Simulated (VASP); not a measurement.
Set up this calculation in VASP 6.6.1, as the native input.

* Task: single point
* Functional: LDA
* Potentials or basis: VASP PAW LDA potentials, release 64 (Sc_sv)
* Cutoff: 520 eV
* k mesh: 9 × 9 × 5
* Occupations: gaussian, width 0.05 eV
* Spin: no spin polarisation
* Dipole correction: no
* Further INCAR settings: ALGO = Fast; EDIFF = 1e-06; NBANDS = 18

The structure of Sc lies in POSCAR:

```
Sc
1.0
    3.3309145459      0.0000000000      0.0000000000
   -1.6654572730      2.8846566146      0.0000000000
    0.0000000000      0.0000000000      5.3082235343
Sc
2
Direct
    0.6666666667      0.3333333333      0.7500000000
    0.3333333333      0.6666666667      0.2500000000
```

One way to write it, as run:

INCAR

```
  ALGO = Fast
  EDIFF = 1E-6
  ENCUT = 520
  GGA = CA
  ISIF = 2
  ISMEAR = 0
  LASPH = T
  LCHARG = T
  LELF = T
  LREAL = F
  LVHAR = T
  LWAVE = F
  NBANDS = 18
  NELM = 100
  PREC = Accurate
  SIGMA = 0.05
```

KPOINTS

```
k-points
0
Gamma
  9 9 5
```

Potentials or basis: VASP PAW LDA potentials, release 64 (Sc_sv).

Run with:

```sh
$ cat potpaw_LDA.64/Sc_sv/POTCAR > POTCAR
$ mpirun -np 1 vasp_std > vasp.out
```

It gave:

- Pressure: -6.1 GPa
- Band gap on the k mesh: zero (band 11 reaches 3.91 eV, above the bottom of band 12 at 2.82 eV)

Wall time 58 s on 1 thread of Intel(R) Xeon(R) Platinum 8259CL CPU @ 2.50GHz (Skylake/Cascade Lake) (shared host), peak memory 0.16 GiB.
